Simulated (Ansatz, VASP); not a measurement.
## Two plane-wave programs on Ti

The input POSCAR:

```
Ti
1.0
   -1.6410000000      1.6410000000      1.6410000000
    1.6410000000     -1.6410000000      1.6410000000
    1.6410000000      1.6410000000     -1.6410000000
Ti
1
Direct
    0.0000000000      0.0000000000      0.0000000000
```

File INCAR.step1:

```
  PREC = Accurate
  ENCUT = 520
  ISMEAR = -1
  SIGMA = 0.05
  LREAL = False
  LASPH = True
  NELM = 60
  NBANDS = 12
  GGA = PE
  ALGO = Normal
  EDIFF = 1E-4
  LWAVE = True
  LCHARG = False
```

File INCAR.step2:

```
  PREC = Accurate
  ENCUT = 520
  EDIFF = 1E-8
  ISMEAR = -1
  SIGMA = 0.05
  LREAL = False
  LASPH = True
  NELM = 60
  ALGO = Normal
  ISIF = 2
  LWAVE = False
  LCHARG = False
  METAGGA = R2SCAN
  LMIXTAU = True
  LEFG = True
  NBANDS = 12
  ISTART = 1
```

Contents of KPOINTS:

```
Automatic mesh
0
Gamma
  14 14 14
```

Input for Ansatz:

```yaml
crystal:
  lattice:
    - [-1.641, 1.641, 1.641]
    - [1.641, -1.641, 1.641]
    - [1.641, 1.641, -1.641]
  atoms:
    - { symbol: Ti, position: [0.0, 0.0, 0.0] }
kpoints:
  mp_grid: { grid: [14, 14, 14] }
  band_path:
    path:
      - [0.0, 0.0, 0.0]
      - [0.5, -0.5, 0.5]
      - [0.0, 0.0, 0.5]
      - [0.0, 0.0, 0.0]
      - [0.25, 0.25, 0.25]
      - [0.5, -0.5, 0.5]
      - [0.25, 0.25, 0.25]
      - [0.0, 0.0, 0.5]
    npoints: 5
scf:
  occupations: { method: fermi_dirac, width: 0.05 }
hamiltonian:
  xc: r2scan
  pseudopotentials: { kind: paw }
output:
  forces: true
  stress: true
  eigenvalues: true
  efg: { contact_densities: true }
```

Alike in both runs: task electric field gradients; functional r2SCAN; k mesh 14 × 14 × 14; occupations fermi-dirac, width 0.05 eV; no spin polarisation.

|  | VASP | Ansatz |
| --- | --- | --- |
| version | VASP 6.6.1 | Ansatz 0.2.0 |
| potentials or method | VASP PAW PBE potentials, release 64 (Ti_sv) | PAW with Ansatz's default frozen-core files, scalar-relativistic |
| plane-wave cutoff (eV) | 520 | 500 |
| valence electrons in the cell | 12 | 12 |

Ansatz gave:

| Quantity | Value |
| --- | --- |
| pressure (GPa) | -2.9 |

Task: Which values does VASP return?

Result: Pressure (GPa): -2.5.

VASP's potentials were made for PBE, not for r2SCAN. The functional is the same, so the differences come from potentials, cutoffs and numerics.
